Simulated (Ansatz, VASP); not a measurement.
**SnO2: VASP beside Ansatz**

```
Sn O
1.0
     5.17526    0.00000    0.00000
     0.00000    5.17526    0.00000
     0.00000    0.00000    5.17526
Sn O
4 8
Cartesian
  0.0000 0.0000 0.0000
  2.5876 0.0000 2.5876
  2.5876 2.5876 0.0000
  0.0000 2.5876 2.5876
  3.4214 4.3415 0.8337
  4.3415 0.8337 3.4214
  0.8337 3.4214 4.3415
  1.7539 1.7539 1.7539
  3.4214 3.4214 3.4214
  4.3415 1.7539 0.8337
  0.8337 4.3415 1.7539
  1.7539 0.8337 4.3415
```

Alike in both runs: task relaxation of cell and atoms; functional revPBE; k mesh 5 × 5 × 5; occupations fermi-dirac, width 0.05 eV; no spin polarisation.

```csv
,VASP,Ansatz
version,VASP 6.6.1,Ansatz 0.2.0
potentials or method,"VASP PAW PBE potentials, release 64 (Sn_d, O)",Ansatz PAW
plane-wave cutoff (eV),600,420
valence electrons in the cell,104,104
```

Ansatz gave:

```
gap on the k mesh at the Fermi level, each at its own relaxed structure (eV) : 0.50
relaxed volume (Å³/atom)                                                     : 11.70
relaxed cell length with the largest relative difference (Å)                 : 5.198
```

Estimate VASP's values.

gap on the k mesh at the Fermi level, each at its own relaxed structure (eV): 0.48; relaxed volume (Å³/atom): 11.73; relaxed cell length with the largest relative difference (Å): 5.202.

VASP's potentials were made for PBE, not for revPBE.

Noted on Ansatz's run: odd divisions of the mesh miss points on the zone boundary, where band edges often lie, so the gap on the mesh can be too wide; the plane-wave basis is chosen anew once the cell has moved, so the energies of steps on either side of that aren't comparable.
